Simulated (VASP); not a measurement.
# Al (Fm-3m) in VASP: notebook

Runs on Al. Level: PBE. Tasks: relaxation of cell and atoms, single point.

All numbers are computed with VASP 6.6.1; they aren't measurements. Logs are shortened: lines on timing, memory, paths and dates and some standing lists are left out, and cuts for length are marked.

## 1. The cell of the first run

Symmetry: Fm-3m, No. 225, cubic system. The conventional cell has a = 4.039 Å, b = 4.039 Å, c = 4.039 Å, α = 90.00°, β = 90.00°, γ = 90.00°. Al (site symmetry m-3m) has 12 Al at 2.86 Å within 3.8 Å.

## 2. Relaxation of cell and atoms, PBE

INCAR reads:

```
ALGO = Normal
EDIFF = 1E-6
EDIFFG = -0.005
ENCUT = 600
GGA = PE
IBRION = 2
ISIF = 3
ISMEAR = 0
LASPH = True
LCHARG = False
LREAL = False
LWAVE = False
NELM = 80
NSW = 100
PREC = Accurate
SIGMA = 0.1
```

KPOINTS reads:

```
k-points
0
Gamma
  18 18 18
```

POSCAR reads:

```
Al
1.0
    0.0000000000      2.0194648500      2.0194648500
    2.0194648500      0.0000000000      2.0194648500
    2.0194648500      2.0194648500      0.0000000000
Al
1
Direct
    0.0000000000      0.0000000000      0.0000000000
```

Potentials or basis: VASP PAW PBE potentials, release 64 (Al).

The run is started by

```sh
cat potpaw_PBE.64/Al/POTCAR > POTCAR
mpirun -np 1 vasp_std > vasp.out
```

OUTCAR:

```text
EDIFF = 1E-6
   EDIFFG = -0.005
   ENCUT = 600
   GGA = PE
   IBRION = 2
   ISIF = 3
   ISMEAR = 0
   LASPH = True
   LREAL = False
   NELM = 80
   NSW = 100
   PREC = Accurate

 ion  position               nearest neighbor table
   1  0.000  0.000  0.000-

  LATTYP: Found a face centered cubic cell.
 ALAT       =     4.0389297000

  Lattice vectors:

 A1 = (   0.0000000000,   2.0194648500,   2.0194648500)
 A2 = (   2.0194648500,   0.0000000000,   2.0194648500)
 A3 = (   2.0194648500,   2.0194648500,   0.0000000000)

Analysis of symmetry for initial positions (statically):
=====================================================================
 Subroutine PRICEL returns:
 Original cell was already a primitive cell.

 Routine SETGRP: Setting up the symmetry group for a
 face centered cubic supercell.

 Subroutine GETGRP returns: Found 48 space group operations
 (whereof 48 operations were pure point group operations)
 out of a pool of 48 trial point group operations.

The static configuration has the point symmetry O_h .

Analysis of symmetry for dynamics (positions and initial velocities):
=====================================================================
 Subroutine PRICEL returns:
 Original cell was already a primitive cell.

 Routine SETGRP: Setting up the symmetry group for a
 face centered cubic supercell.

 Subroutine GETGRP returns: Found 48 space group operations
 (whereof 48 operations were pure point group operations)
 out of a pool of 48 trial point group operations.

The dynamic configuration has the point symmetry O_h .

 Subroutine INISYM returns: Found 48 space group operations
 (whereof 48 operations are pure point group operations),
 and found     1 'primitive' translations

----------------------------------------------------------------------------------------

                                     Primitive cell

  volume of cell :      16.4717

  direct lattice vectors                    reciprocal lattice vectors
     0.000000000  2.019464850  2.019464850    -0.247590346  0.247590346  0.247590346
     2.019464850  0.000000000  2.019464850     0.247590346 -0.247590346  0.247590346
     2.019464850  2.019464850  0.000000000     0.247590346  0.247590346 -0.247590346

  length of vectors
     2.855954580  2.855954580  2.855954580     0.428839058  0.428839058  0.428839058

  position of ions in fractional coordinates (direct lattice)
     0.000000000  0.000000000  0.000000000

  ion indices of the primitive-cell ions
   primitive index   ion index
                 1           1

----------------------------------------------------------------------------------------

 KPOINTS: k-points

Automatic generation of k-mesh.
 Grid dimensions read from file:
 generate k-points for:   18   18   18

 Generating k-lattice:

  Cartesian coordinates                     Fractional coordinates (reciprocal lattice)
    -0.013755019  0.013755019  0.013755019     0.055555556  0.000000000  0.000000000
     0.013755019 -0.013755019  0.013755019     0.000000000  0.055555556  0.000000000
     0.013755019  0.013755019 -0.013755019     0.000000000  0.000000000  0.055555556

  Length of vectors
     0.023824392  0.023824392  0.023824392

  Shift w.r.t. Gamma in fractional coordinates (k-lattice)
     0.000000000  0.000000000  0.000000000

[... 43 lines left out ...]
   ICHARG =      2    charge: 1-file 2-atom 10-const
   ISPIN  =      1    spin polarized calculation?
   LNONCOLLINEAR =      F non collinear calculations
   LSORBIT =      F    spin-orbit coupling
   LASPH  =      T    aspherical Exc in radial PAW
   ENCUT  =  600.0 eV  44.10 Ry    6.64 a.u.   5.70  5.70  5.70*2*pi/ulx,y,z
   NELM   =     80;   NELMIN=  2; NELMDL= -5     # of ELM steps
   EDIFF  = 0.1E-05   stopping-criterion for ELM
   LREAL  =      F    real-space projection
   EDIFFG = -.5E-02   stopping-criterion for IOM
   NSW    =    100    number of steps for IOM
   IBRION =      2    ionic relax: 0-MD 1-quasi-New 2-CG
   NFREE  =      1    steps in history (QN), initial steepest desc. (CG)
   ISIF   =      3    stress and relaxation
   ISYM   =      2    0-nonsym 1-usesym 2-fastsym
   POTIM  = 0.5000    time-step for ionic-motion
   TEBEG  =    0.0;   TEEND  =   0.0 temperature during run
   PSTRESS=    0.0 pullay stress
   NELECT =       3.0000    total number of electrons
   NUPDOWN=      -1.0000    fix difference up-down
   EMIN   =  10.00;   EMAX   =-10.00  energy-range for DOS
   EFERMI =   0.00;   METHOD = LEGACY
   ISMEAR =     0;   SIGMA  =   0.10  broadening in eV -4-tet -1-fermi 0-gaus
   EFERMI_NEDOS =   21; number of points for ismear=-14 and -15
   IALGO  =     38    algorithm
   IMIX   =      4    mixing-type and parameters
     AMIX     =   0.40;   BMIX     =  1.00
     AMIX_MAG =   1.60;   BMIX_MAG =  1.00
  volume/ion in A,a.u.               =      16.47       111.16
  Fermi-wavevector in a.u.,A,eV,Ry     =   0.927974  1.753616 11.716453  0.861135
  Thomas-Fermi vector in A             =   2.054101
   LORBIT       =      0    0 simple, 1 ext, 2 COOP (PROOUT), +10 PAW based schemes
   GGA     = PE    functional components
   LHFCALC =     F    Hartree Fock is set to
   AEXX    =    0.0000 exact exchange contribution
   IVDW    =     0    specifies the selected vdW correction
   LEPSILON=     F    determine dielectric tensor
   LRPA    =     F    only Hartree local field effects (RPA)
 conjugate gradient relaxation of ions
 non-spin polarized calculation
 Gauss-broadening in eV      SIGMA  =   0.10
  energy-cutoff  :      600.00
  volume of cell :       16.47
 maximum number of plane-waves:       568
   NGX = 11   NGY = 11   NGZ = 11

--------------------------------------- Ionic step        1  -------------------------------------------

 number of electron       3.0000000 magnetization

 Free energy of the ion-electron system (eV)
  ---------------------------------------------------
  ext. energy  EPLUGINS =         0.00000000
  ---------------------------------------------------
  free energy    TOTEN  =        -3.74459747 eV

  energy without entropy =       -3.74166203  energy(sigma->0) =       -3.74312975

------------------------ aborting loop because EDIFF is reached ----------------------------------------

  FORCE on cell =-STRESS in cart. coord.  units (eV):
  Direction    XX          YY          ZZ          XY          YZ          ZX
  --------------------------------------------------------------------------------------
  -------------------------------------------------------------------------------------
  Total        0.0104123      0.0104123      0.0104123     -0.0000000      0.0000000      0.0000000
  in kB        1.0127878      1.0127878      1.0127878     -0.0000000      0.0000000      0.0000000
  external PRESSURE =       1.0127878 kB  Pullay stress =       0.0000000 kB

 VOLUME and BASIS-vectors are now :
 -----------------------------------------------------------------------------
  energy-cutoff  :      600.00
  volume of cell :       16.47
      direct lattice vectors                 reciprocal lattice vectors
     0.000000000  2.019464850  2.019464850    -0.247590346  0.247590346  0.247590346
     2.019464850  0.000000000  2.019464850     0.247590346 -0.247590346  0.247590346
     2.019464850  2.019464850  0.000000000     0.247590346  0.247590346 -0.247590346

 POSITION                                       TOTAL-FORCE (eV/Angst)
 -----------------------------------------------------------------------------------
      0.00000      0.00000      0.00000         0.000000      0.000000      0.000000
 -----------------------------------------------------------------------------------
    total drift:                               -0.000000     -0.000000     -0.000000

  FREE ENERGIE OF THE ION-ELECTRON SYSTEM (eV)
  ---------------------------------------------------
  free  energy   TOTEN  =        -3.7445974741 eV

  energy  without entropy=       -3.7416620313  energy(sigma->0) =       -3.74312975

--------------------------------------- Ionic step        2  -------------------------------------------

 number of electron       3.0000000 magnetization

 Free energy of the ion-electron system (eV)
  ---------------------------------------------------
  ext. energy  EPLUGINS =         0.00000000
  ---------------------------------------------------
  free energy    TOTEN  =        -3.74460435 eV

  energy without entropy =       -3.74167874  energy(sigma->0) =       -3.74314155

 E-fermi :   7.9934     XC(G=0): -10.1975

 val. band max:        7.9869257310   @ k =  -0.2778   0.2778   0.0556
 cond. band min:       7.9942350117   @ k =  -0.2778   0.5000   0.2222
 fundamental gap:      0.0073092807
 Fermi energy:         7.9933986807

 k-point     1 :       0.0000    0.0000    0.0000
  band No.  band energies     occupation
      1      -3.1336      2.00000
      2      20.6225      0.00000
      3      20.6225      0.00000
      4      20.6225      0.00000
      5      22.1159      0.00000
[... 177 lines left out ...]
 k-point    24 :      -0.2222    0.0556    0.0000
  band No.  band energies     occupation
      1      -1.4922      2.00000
      2      11.8435      0.00000
      3      17.2882      0.00000
      4      20.1400      0.00000
      5      21.8857      0.00000

 [... further k-points ...]

------------------------ aborting loop because EDIFF is reached ----------------------------------------

  FORCE on cell =-STRESS in cart. coord.  units (eV):
  Direction    XX          YY          ZZ          XY          YZ          ZX
  --------------------------------------------------------------------------------------
  -------------------------------------------------------------------------------------
  Total       -0.0004686     -0.0004686     -0.0004686      0.0000000     -0.0000000     -0.0000000
  in kB       -0.0455145     -0.0455145     -0.0455145      0.0000000     -0.0000000     -0.0000000
  external PRESSURE =      -0.0455145 kB  Pullay stress =       0.0000000 kB

 VOLUME and BASIS-vectors are now :
 -----------------------------------------------------------------------------
  energy-cutoff  :      600.00
  volume of cell :       16.50
      direct lattice vectors                 reciprocal lattice vectors
     0.000000000  2.020479262  2.020479262    -0.247466039  0.247466039  0.247466039
     2.020479262 -0.000000000  2.020479262     0.247466039 -0.247466039  0.247466039
     2.020479262  2.020479262 -0.000000000     0.247466039  0.247466039 -0.247466039

 POSITION                                       TOTAL-FORCE (eV/Angst)
 -----------------------------------------------------------------------------------
      0.00000      2.02048      2.02048        -0.000000     -0.000000      0.000000
 -----------------------------------------------------------------------------------
    total drift:                                0.000000      0.000000     -0.000000

  FREE ENERGIE OF THE ION-ELECTRON SYSTEM (eV)
  ---------------------------------------------------
  free  energy   TOTEN  =        -3.7446043536 eV

  energy  without entropy=       -3.7416787391  energy(sigma->0) =       -3.74314155

 reached required accuracy - stopping structural energy minimisation
```

It took 15 s on 1 thread of Intel Xeon 8259CL, shared host; peak memory 0.14 GiB.

Results:

* Free energy: -3.7446 eV
* Relaxed volume: 16.50 Å³/atom
* Relaxed cell: a = 2.857 Å, b = 2.857 Å, c = 2.857 Å, α = 60.00°, β = 60.00°, γ = 60.00°
* Space group after relaxing (to 0.1 Å): Fm-3m (No. 225)
* Energy gained by relaxing: 0.0 meV/atom
* Ionic steps: 2
* Pressure after relaxing: 0.0 GPa
* Band gap on the k mesh: zero (an odd number of electrons rules out a gap without spin polarisation)

Final structure:
```xyz
1
Lattice="0.0000 2.0205 2.0205 2.0205 0.0000 2.0205 2.0205 2.0205 0.0000" Properties=species:S:1:pos:R:3 pbc="T T T"
Al    0.0000    2.0205    2.0205
```

Levels at points of the mesh, in eV from the Fermi level:
```
           k point  band 1  band 2  band 3  band 4  band 5
(0.00, 0.00, 0.00)  -11.13   12.63   12.63   12.63   14.12
(0.50, 0.00, 0.00)   -4.58   -4.37   11.42   11.42   11.47
(0.50, 0.50, 0.00)   -2.92   -1.59    5.27    5.60    5.60
```

## 3. Single point, PBE

This run uses another cell than the first one: it holds 27 atoms, not 1.

INCAR reads:

```
SYSTEM = Al
PREC = Accurate
ENCUT = 520
EDIFF = 1E-7
ISMEAR = 0
SIGMA = 0.1
LREAL = Auto
LASPH = .TRUE.
NELM = 100
ALGO = Fast
ISIF = 2
LWAVE = .FALSE.
LCHARG = .FALSE.
GGA = PE
NBANDS = 60
```

KPOINTS reads:

```
Automatic mesh
0
G
  4 4 4
  0 0 0
```

POSCAR reads:

```
Al
1.0
    6.0624313445      0.0000000000      6.0624313445
    0.0000000000     -6.0624313445      6.0624313445
    6.0624313445     -6.0624313445      0.0000000000
Al
27
Direct
    0.0000000000      0.0000000000      0.6666666667
    0.0000000000      0.3333333333      0.6666666667
    0.3333333333      0.0000000000      0.6666666667
    0.0000000000      0.6666666667      0.6666666667
    0.3333333333      0.3333333333      0.6666666667
    0.6666666667      0.0000000000      0.6666666667
    0.3333333333      0.6666666667      0.6666666667
    0.6666666667      0.3333333333      0.6666666667
    0.6666666667      0.6666666667      0.6666666667
    0.0000000000      0.0000000000      0.3333333333
    0.0000000000      0.3333333333      0.3333333333
    0.3333333333      0.0000000000      0.3333333333
    0.0000000000      0.6666666667      0.3333333333
    0.3333333333      0.3333333333      0.3333333333
    0.6666666667      0.0000000000      0.3333333333
    0.3333333333      0.6666666667      0.3333333333
    0.6666666667      0.3333333333      0.3333333333
    0.6666666667      0.6666666667      0.3333333333
    0.0000000000      0.0000000000      0.0000000000
    0.0000000000      0.3333333333      0.0000000000
    0.3333333333      0.0000000000      0.0000000000
    0.0000000000      0.6666666667      0.0000000000
    0.3333333333      0.3333333333      0.0000000000
    0.6666666667      0.0000000000      0.0000000000
    0.3333333333      0.6666666667      0.0000000000
    0.6666666667      0.3333333333      0.0000000000
    0.6666666667      0.6666666667      0.0000000000
```

Potentials or basis: VASP PAW PBE potentials, release 64 (Al).

The run is started by

```sh
cat potpaw_PBE.64/Al/POTCAR > POTCAR
mpirun -np 1 vasp_std > vasp.out
```

Wall time 12 min (1 thread of Intel Xeon 8259CL, shared host); peak memory 0.6 GiB.

Results (log left out):

```yaml
Free_energy: -101.3747 eV
Pressure: 0.1 GPa
Band_gap_on_the_k_mesh: zero (an odd number of electrons rules out a gap without spin polarisation)
```

Levels at points of the mesh, in eV from the Fermi level:
```csv
k point,band 38,band 39,band 40,band 41,band 42,band 43
"(0.00, 0.00, 0.00)",-0.95,-0.95,0.52,0.52,0.52,0.52
"(0.50, 0.00, 0.00)",-0.57,-0.57,-0.57,1.16,1.16,1.16
"(0.50, 0.50, 0.00)",-0.52,-0.52,-0.52,0.91,0.91,0.91
```
